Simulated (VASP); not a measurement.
TiSi2, 24 atoms in the cell. The typed cell holds 24 atoms: a = 4.857 Å, b = 8.370 Å, c = 8.666 Å, α = 90.00°, β = 90.00°, γ = 90.00°. 

| Property | Result |
| --- | --- |
| Program | VASP 6.6.1 |
| Task | single point |
| Functional | PBEsol |
| Potentials or basis | VASP PAW PBE potentials, release 64 (Ti_sv, Si) |
| Cutoff | 520 eV |
| k mesh | 3 × 2 × 2 |
| Occupations | fermi-dirac, width 0.17 eV |
| Spin | no spin polarisation |
| Dipole correction | no |
| Further INCAR settings | LREAL = Auto; ALGO = Normal; EDIFF = 1e-06; NBANDS = 98 |

Potentials or basis: VASP PAW PBE potentials, release 64 (Ti_sv, Si).

Command:

```console
$ cat potpaw_PBE.64/Ti_sv/POTCAR potpaw_PBE.64/Si/POTCAR > POTCAR
$ mpirun -np 1 vasp_std > vasp.out
```

Hardware: 1 thread of Intel(R) Xeon(R) Platinum 8488C (Sapphire Rapids) (shared host).

**Question.** How long does it take, and how much memory?

**Answer.** It took 5.4 min on 1 thread of Intel(R) Xeon(R) Platinum 8488C (Sapphire Rapids), with other jobs on the host, peak memory 0.45 GiB. Counts: scf iterations 20, k points 8.
